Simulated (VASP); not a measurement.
# W4C4F in VASP: single point with LDA

Aim: the single point of W4C4F with LDA.

All numbers are computed with VASP 6.6.1; they aren't measurements. Logs are shortened: lines on timing, memory, paths and dates and some standing lists are left out, and cuts for length are marked.

## 1. The cell of the first run

The cell holds a slab with vacuum, 18 atoms: a = 5.693 Å, b = 5.693 Å, c = 15.193 Å, α = 90.00°, β = 90.00°, γ = 120.00°.

## 2. Single point, LDA

The input, INCAR:

```
SYSTEM = W4C4F
PREC = Accurate
ENCUT = 520
EDIFF = 1E-6
ISMEAR = 0
SIGMA = 0.1
LREAL = .FALSE.
LASPH = .TRUE.
NELM = 120
ALGO = Normal
ISIF = 2
LWAVE = .FALSE.
LCHARG = .FALSE.
GGA = CA
NBANDS = 94
GGA_COMPAT = .FALSE.
NELMDL = -8
```

The input, KPOINTS:

```
regular mesh
0
G
  3 3 1
  0 0 0
```

The input, POSCAR:

```
W4C4F
1.0
    5.6929600000      0.0000000000      0.0000000000
   -2.8464800000      4.9302480000      0.0000000000
    0.0000000000      0.0000000000     15.1931300000
W C F
8 8 2
Direct
    0.0000000000      0.0000000000      0.0658192222
    0.0002363291      0.0005425691      0.2509050472
    0.0000000000      0.5000000000      0.0658192222
   -0.0009966026      0.5020437106      0.2506465751
    0.5000000000      0.0000000000      0.0658192222
    0.4989673634      0.0026162984      0.2531500092
    0.5000000000      0.5000000000      0.0658192222
    0.4994437186      0.4993775161      0.2510353693
    0.3335118636      0.1664932474      0.1532486064
    0.3303580300      0.1683402133      0.3359084007
    0.3319189426      0.6670899719      0.1521406715
    0.3431224416      0.6681102046      0.3260321606
    0.8331368915      0.1683335199      0.1520892667
    0.8328271165      0.1578340481      0.3265210000
    0.8343369646      0.6656705707      0.1511412066
    0.8262633190      0.6740985443      0.3241283396
    1.3267993972      1.1732525423      0.4219896098
    1.0364377386      1.4498410628      0.4023011716
```

Potentials or basis: VASP PAW LDA potentials, release 64 (W_sv, C, F).

Launch:

```
> cat potpaw_LDA.64/W_sv/POTCAR potpaw_LDA.64/C/POTCAR potpaw_LDA.64/F/POTCAR > POTCAR
> mpirun -np 1 vasp_std > vasp.out
```

OUTCAR:

```text
SYSTEM = W4C4F
   PREC = Accurate
   ENCUT = 520
   EDIFF = 1E-6
   ISMEAR = 0
   LREAL = .FALSE.
   LASPH = .TRUE.
   NELM = 120
   ISIF = 2
   GGA = CA
   NELMDL = -8

 ion  position               nearest neighbor table
   1  0.000  0.000  0.066-  15 2.10  13 2.11   9 2.11   2 2.81   5 2.85   5 2.85   3 2.85   3 2.85
                             7 2.85   7 2.85
   2  0.000  0.001  0.251-  16 1.96  14 1.97  10 2.08   9 2.21  13 2.23  15 2.24   1 2.81   6 2.83
                             4 2.83   8 2.84   8 2.85   4 2.86   6 2.86
   3  0.000  0.500  0.066-  15 2.09  13 2.10  11 2.10   4 2.81   7 2.85   7 2.85   5 2.85   1 2.85
                             1 2.85   5 2.85
   4  0.999  0.502  0.251-  16 2.03  12 2.05  14 2.05  15 2.21  11 2.22  13 2.22  18 2.35   3 2.81
                             2 2.83   8 2.84   6 2.85   6 2.85   8 2.86   2 2.86
   5  0.500  0.000  0.066-  11 2.10  13 2.10   9 2.11   6 2.85   1 2.85   1 2.85   3 2.85   7 2.85
                             7 2.85   3 2.85
   6  0.499  0.003  0.253-  12 1.99  14 1.99  10 2.07   9 2.22  13 2.25  11 2.26   8 2.83   2 2.83
                             4 2.85   5 2.85   4 2.85   2 2.86   8 2.87
   7  0.500  0.500  0.066-  15 2.10  11 2.11   9 2.11   8 2.81   3 2.85   3 2.85   5 2.85   5 2.85
                             1 2.85   1 2.85
   8  0.499  0.499  0.251-  16 1.96  12 1.97  10 2.08   9 2.21  11 2.23  15 2.24   7 2.81   6 2.83
                             4 2.84   2 2.84   2 2.85   4 2.86   6 2.87
   9  0.334  0.166  0.153-   5 2.11   7 2.11   1 2.11   8 2.21   2 2.21   6 2.22
  10  0.330  0.168  0.336-  17 1.31   6 2.07   2 2.08   8 2.08
  11  0.332  0.667  0.152-   3 2.10   5 2.10   7 2.11   4 2.22   8 2.23   6 2.26
  12  0.343  0.668  0.326-  18 1.94   8 1.97   6 1.99   4 2.05
  13  0.833  0.168  0.152-   3 2.10   5 2.10   1 2.11   4 2.22   2 2.23   6 2.25
  14  0.833  0.158  0.327-  18 1.87   2 1.97   6 1.99   4 2.05
  15  0.834  0.666  0.151-   3 2.09   1 2.10   7 2.10   4 2.21   2 2.24   8 2.24
  16  0.826  0.674  0.324-   2 1.96   8 1.96   4 2.03
  17  0.327  0.173  0.422-  10 1.31
  18  0.036  0.450  0.402-  14 1.87  12 1.94   4 2.35

  LATTYP: Found a hexagonal cell.
 ALAT       =     5.6929600000
 C/A-ratio  =     2.6687575532

  Lattice vectors:

 A1 = (   5.6929600000,   0.0000000000,   0.0000000000)
 A2 = (  -2.8464800000,   4.9302480000,   0.0000000000)
 A3 = (   0.0000000000,   0.0000000000,  15.1931300000)

Analysis of symmetry for initial positions (statically):
=====================================================================
 Subroutine PRICEL returns:
 Original cell was already a primitive cell.

 Routine SETGRP: Setting up the symmetry group for a
 hexagonal supercell.

 Subroutine GETGRP returns: Found  1 space group operations
 (whereof  1 operations were pure point group operations)
 out of a pool of 24 trial point group operations.

The static configuration has the point symmetry C_1 .

Analysis of symmetry for dynamics (positions and initial velocities):
=====================================================================
 Subroutine PRICEL returns:
 Original cell was already a primitive cell.

 Routine SETGRP: Setting up the symmetry group for a
 hexagonal supercell.

 Subroutine GETGRP returns: Found  1 space group operations
 (whereof  1 operations were pure point group operations)
 out of a pool of 24 trial point group operations.

The dynamic configuration has the point symmetry C_1 .

 Subroutine INISYM returns: Found  1 space group operations
 (whereof  1 operations are pure point group operations),
 and found     1 'primitive' translations

----------------------------------------------------------------------------------------

                                     Primitive cell

  volume of cell :     426.4363

  direct lattice vectors                    reciprocal lattice vectors
     5.692960000  0.000000000  0.000000000     0.175655546  0.101414777  0.000000000
    -2.846480000  4.930248000  0.000000000     0.000000000  0.202829553  0.000000000
     0.000000000  0.000000000 15.193130000     0.000000000  0.000000000  0.065819222

  length of vectors
     5.692960000  5.692960015 15.193130000     0.202829554  0.202829553  0.065819222

  position of ions in fractional coordinates (direct lattice)
     0.000000000  0.000000000  0.065819222
     0.000236329  0.000542569  0.250905047
     0.000000000  0.500000000  0.065819222
     0.999003397  0.502043711  0.250646575
     0.500000000  0.000000000  0.065819222
     0.498967363  0.002616298  0.253150009
[... 10 lines left out ...]
     0.326799397  0.173252542  0.421989610
     0.036437739  0.449841063  0.402301172

  ion indices of the primitive-cell ions
   primitive index   ion index
                 1           1
                 2           2
                 3           3
                 4           4
                 5           5
                 6           6
[... 10 lines left out ...]
                17          17
                18          18

----------------------------------------------------------------------------------------

 KPOINTS: regular mesh

Automatic generation of k-mesh.
 Grid dimensions read from file:
 generate k-points for:    3    3    1

 Generating k-lattice:

  Cartesian coordinates                     Fractional coordinates (reciprocal lattice)
     0.058551849  0.033804926  0.000000000     0.333333333  0.000000000  0.000000000
     0.000000000  0.067609851  0.000000000     0.000000000  0.333333333  0.000000000
     0.000000000  0.000000000  0.065819222     0.000000000  0.000000000  1.000000000

  Length of vectors
     0.067609851  0.067609851  0.065819222

  Shift w.r.t. Gamma in fractional coordinates (k-lattice)
     0.000000000  0.000000000  0.000000000

 Subroutine IBZKPT returns following result:
 ===========================================

 Found      5 irreducible k-points:

 Following reciprocal coordinates:
            Coordinates               Weight
  0.000000  0.000000  0.000000      1.000000
  0.333333 -0.000000  0.000000      2.000000
  0.000000  0.333333  0.000000      2.000000
 -0.333333  0.333333  0.000000      2.000000
  0.333333  0.333333  0.000000      2.000000
   k-points           NKPTS =      5   k-points in BZ     NKDIM =      5   number of bands    NBANDS=     94
   number of dos      NEDOS =    301   number of ions     NIONS =     18
   total plane-waves  NPLWV = 211680
   dimension x,y,z NGX =    42 NGY =   42 NGZ =  120
   dimension x,y,z NGXF=    84 NGYF=   84 NGZF=  240
   ions per type =               8   8   2
   NGX,Y,Z   is equivalent  to a cutoff of  12.26, 12.26, 13.13 a.u.
   NGXF,Y,Z  is equivalent  to a cutoff of  24.53, 24.53, 26.26 a.u.
 SYSTEM =  W4C4F
   PREC   = accura    normal or accurate (medium, high low for compatibility)
   ISTART =      0    job   : 0-new  1-cont  2-samecut
   ICHARG =      2    charge: 1-file 2-atom 10-const
   ISPIN  =      1    spin polarized calculation?
   LNONCOLLINEAR =      F non collinear calculations
   LSORBIT =      F    spin-orbit coupling
   LASPH  =      T    aspherical Exc in radial PAW
   ENCUT  =  520.0 eV  38.22 Ry    6.18 a.u.  10.59 10.59 28.25*2*pi/ulx,y,z
   NELM   =    120;   NELMIN=  2; NELMDL= -8     # of ELM steps
   EDIFF  = 0.1E-05   stopping-criterion for ELM
   LREAL  =      F    real-space projection
   EDIFFG = 0.1E-04   stopping-criterion for IOM
   NSW    =      0    number of steps for IOM
   IBRION =     -1    ionic relax: 0-MD 1-quasi-New 2-CG
   NFREE  =      0    steps in history (QN), initial steepest desc. (CG)
   ISIF   =      2    stress and relaxation
   ISYM   =      2    0-nonsym 1-usesym 2-fastsym
   POTIM  = 0.5000    time-step for ionic-motion
   TEBEG  =    0.0;   TEEND  =   0.0 temperature during run
   PSTRESS=    0.0 pullay stress
   NELECT =     158.0000    total number of electrons
   NUPDOWN=      -1.0000    fix difference up-down
   EMIN   =  10.00;   EMAX   =-10.00  energy-range for DOS
   EFERMI =   0.00;   METHOD = LEGACY
   ISMEAR =     0;   SIGMA  =   0.10  broadening in eV -4-tet -1-fermi 0-gaus
   EFERMI_NEDOS =   21; number of points for ismear=-14 and -15
   IALGO  =     38    algorithm
   IMIX   =      4    mixing-type and parameters
     AMIX     =   0.40;   BMIX     =  1.00
     AMIX_MAG =   1.60;   BMIX_MAG =  1.00
  volume/ion in A,a.u.               =      23.69       159.87
  Fermi-wavevector in a.u.,A,eV,Ry     =   1.175824  2.221986 18.810913  1.382563
  Thomas-Fermi vector in A             =   2.312199
   LORBIT       =      0    0 simple, 1 ext, 2 COOP (PROOUT), +10 PAW based schemes
   GGA     = CA    functional components
   LHFCALC =     F    Hartree Fock is set to
   AEXX    =    0.0000 exact exchange contribution
   IVDW    =     0    specifies the selected vdW correction
   LEPSILON=     F    determine dielectric tensor
   LRPA    =     F    only Hartree local field effects (RPA)
 non-spin polarized calculation
 Gauss-broadening in eV      SIGMA  =   0.10
  energy-cutoff  :      520.00
  volume of cell :      426.44
 maximum number of plane-waves:     11517
 NGX is ok and might be reduce to    42
   NGX = 21   NGY = 21   NGZ = 57

 number of electron     158.0000006 magnetization

 Free energy of the ion-electron system (eV)
  ---------------------------------------------------
  ext. energy  EPLUGINS =         0.00000000
  ---------------------------------------------------
  free energy    TOTEN  =      -187.25556729 eV

  energy without entropy =     -187.23263268  energy(sigma->0) =     -187.24409998

 E-fermi :   1.1698     XC(G=0):  -7.0514

 val. band max:        0.9065423332   @ k =   0.0000   0.0000   0.0000
 cond. band min:       1.2154729895   @ k =   0.0000   0.0000   0.0000
 fundamental gap:      0.3089306563
 Fermi energy:         1.1698032608

 k-point     1 :       0.0000    0.0000    0.0000
  band No.  band energies     occupation
      1     -72.6959      2.00000
      2     -72.3805      2.00000
      3     -72.3612      2.00000
      4     -72.2956      2.00000
      5     -72.2866      2.00000
      6     -72.2835      2.00000
[... 83 lines left out ...]
     90       3.6547      0.00000
     91       4.4993      0.00000

 k-point     2 :       0.3333   -0.0000    0.0000
  band No.  band energies     occupation
      1     -72.6939      2.00000
      2     -72.3775      2.00000
      3     -72.3442      2.00000
      4     -72.3079      2.00000
      5     -72.2906      2.00000
      6     -72.2853      2.00000
[... 83 lines left out ...]
     90       3.3913      0.00000
     91       3.9626      0.00000

 k-point     3 :       0.0000    0.3333    0.0000
  band No.  band energies     occupation
      1     -72.6939      2.00000
      2     -72.3773      2.00000
      3     -72.3442      2.00000
      4     -72.3081      2.00000
      5     -72.2898      2.00000
      6     -72.2860      2.00000
[... 83 lines left out ...]
     90       3.4227      0.00000
     91       3.9628      0.00000

 k-point     4 :      -0.3333    0.3333    0.0000
  band No.  band energies     occupation
      1     -72.6942      2.00000
      2     -72.3739      2.00000
      3     -72.3445      2.00000
      4     -72.3086      2.00000
      5     -72.2909      2.00000
      6     -72.2835      2.00000
[... 83 lines left out ...]
     90       3.3195      0.00000
     91       3.9621      0.00000

 k-point     5 :       0.3333    0.3333    0.0000
  band No.  band energies     occupation
      1     -72.6931      2.00000
      2     -72.3744      2.00000
      3     -72.3234      2.00000
      4     -72.3139      2.00000
      5     -72.3125      2.00000
      6     -72.2784      2.00000
[... 83 lines left out ...]
     90       3.4538      0.00000
     91       3.7202      0.00000
 [bands above 91 left out]

------------------------ aborting loop because EDIFF is reached ----------------------------------------

  FORCE on cell =-STRESS in cart. coord.  units (eV):
  Direction    XX          YY          ZZ          XY          YZ          ZX
  --------------------------------------------------------------------------------------
  -------------------------------------------------------------------------------------
  Total       15.2138452     14.5389426      2.8540460     -0.4625442     -0.3325349     -0.2049631
  in kB       57.1604215     54.6247236     10.7230272     -1.7378395     -1.2493774     -0.7700734
  external PRESSURE =      40.8360574 kB  Pullay stress =       0.0000000 kB

 VOLUME and BASIS-vectors are now :
 -----------------------------------------------------------------------------
  energy-cutoff  :      520.00
  volume of cell :      426.44
      direct lattice vectors                 reciprocal lattice vectors
     5.692960000  0.000000000  0.000000000     0.175655546  0.101414777  0.000000000
    -2.846480000  4.930248000  0.000000000     0.000000000  0.202829553  0.000000000
     0.000000000  0.000000000 15.193130000     0.000000000  0.000000000  0.065819222

 POSITION                                       TOTAL-FORCE (eV/Angst)
 -----------------------------------------------------------------------------------
      0.00000      0.00000      1.00000         0.116342      0.180858     -0.211833
     -0.00020      0.00268      3.81203         0.110169      0.028682     -0.090704
     -1.42324      2.46512      1.00000         0.064216     -0.020285     -0.211988
      4.25823      2.47520      3.80811         0.005412      0.008495     -0.082658
      2.84648      0.00000      1.00000        -0.080122      0.054815      0.099471
      2.83315      0.01290      3.84614        -0.099610     -0.126688     -0.045360
[... 10 lines left out ...]
      1.36730      0.85418      6.41134        -0.002313      0.027287      0.565456
     -1.07303      2.21783      6.11221        -0.196271     -0.352974      0.062642
 -----------------------------------------------------------------------------------
    total drift:                               -0.000680      0.000787     -0.001454

  FREE ENERGIE OF THE ION-ELECTRON SYSTEM (eV)
  ---------------------------------------------------
  free  energy   TOTEN  =      -187.2555672891 eV

  energy  without entropy=     -187.2326326795  energy(sigma->0) =     -187.24409998
```

Wall time 5.1 min (1 thread of Intel Xeon 6975P-C (Granite Rapids), shared host); peak memory 0.45 GiB.

What came out:

```
Free energy            : -187.2556 eV
Largest force          : 0.566 eV/Å
Band gap on the k mesh : zero (bands 79 and 80 overlap by 0.84 eV)
```

Forces in eV/Å, atoms in the order of the input:
```
W    0.116  0.181 -0.212
W    0.110  0.029 -0.091
W    0.064 -0.020 -0.212
W    0.005  0.008 -0.083
W   -0.080  0.055  0.099
W   -0.100 -0.127 -0.045
W   -0.097 -0.206 -0.214
W   -0.038  0.040 -0.024
C   -0.002 -0.007  0.000
C    0.008 -0.017 -0.424
C   -0.001  0.002 -0.003
C    0.134  0.171  0.012
C   -0.001 -0.004  0.027
C    0.067  0.203  0.340
C   -0.001 -0.001  0.015
C    0.014  0.018  0.186
F   -0.002  0.027  0.565
F   -0.196 -0.353  0.063
```

Levels at points of the mesh, in eV from the Fermi level:
| k point | band 76 | band 77 | band 78 | band 79 | band 80 | band 81 | band 82 | band 83 |
| --- | --- | --- | --- | --- | --- | --- | --- | --- |
| (0.00, 0.00, 0.00) | -0.26 | 0.05 | 0.05 | 0.51 | 0.52 | 0.55 | 0.90 | 1.42 |

Caveat: the k points lie up to 0.42 Å⁻¹ apart, too coarse for converged energies and pressures of a metal; spin-orbit coupling is left out, which moves the levels of the heavy elements.
